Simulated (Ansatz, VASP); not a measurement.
## Rh: VASP beside Ansatz

The input INCAR:

```
PREC = Accurate ; ENCUT = 520
EDIFF = 1E-6 ; ISMEAR = 0
SIGMA = 0.15 ; LREAL = F
LASPH = T ; NELM = 60
ALGO = Normal ; ISIF = 2
LWAVE = F ; LCHARG = F
GGA = CA ; NBANDS = 14
```

Contents of KPOINTS:

```
regular mesh
0
Gamma
  22 22 22
```

The input POSCAR:

```
Rh
1.0
    0.0000000000      1.8064725000      1.8540112500
    1.8064725000      0.0000000000      1.8540112500
    1.8064725000      1.8064725000      0.0000000000
Rh
1
Direct
    0.0000000000      0.0000000000      0.0000000000
```

Input for Ansatz:

```yaml
crystal:
  lattice:
    - [0.0, 1.8064725, 1.85401125]
    - [1.8064725, 0.0, 1.85401125]
    - [1.8064725, 1.8064725, 0.0]
  atoms:
    - { symbol: Rh, position: [0.0, 0.0, 0.0] }
basis:
  ecutwfc: 420
kpoints:
  mp_grid: { grid: [22, 22, 22] }
hamiltonian:
  xc: lda
scf:
  occupations: { method: gaussian, width: 0.15 }
output:
  forces: true
  stress: true
  eigenvalues: true
```

Change from the starting cell: strain -0.050 along x and y, -0.025 along z, atoms carried along.

Alike in both runs: task single point; functional LDA; k mesh 22 × 22 × 22; occupations gaussian, width 0.15 eV; no spin polarisation.

```csv
,VASP,Ansatz
version,VASP 6.6.1,Ansatz 0.2.0
potentials or method,"VASP PAW LDA potentials, release 64 (Rh_pv), cutoff 520 eV","scalar-relativistic, plane waves, PAW"
valence electrons in the cell,15,17
```

```tsv
	VASP	Ansatz	Ansatz less VASP
gap on the k mesh at the Fermi level (eV)	none	none	-
pressure (GPa)	36.7	35.4	-1.30
traceless stress, the component that is largest in VASP (GPa)	-6.22	-6.22	+0.001
```

LDA's correlation is that of Perdew and Zunger in VASP and of Perdew and Wang (1992) in Ansatz. A gap of «none» marks a metal or a gap that the smearing closes. Both programs put the cell under a high pressure, so it lies far from rest at this level. VASP's potentials hold 15 valence electrons a cell and Ansatz's 17, so a difference there can come from the potentials and not from the codes.
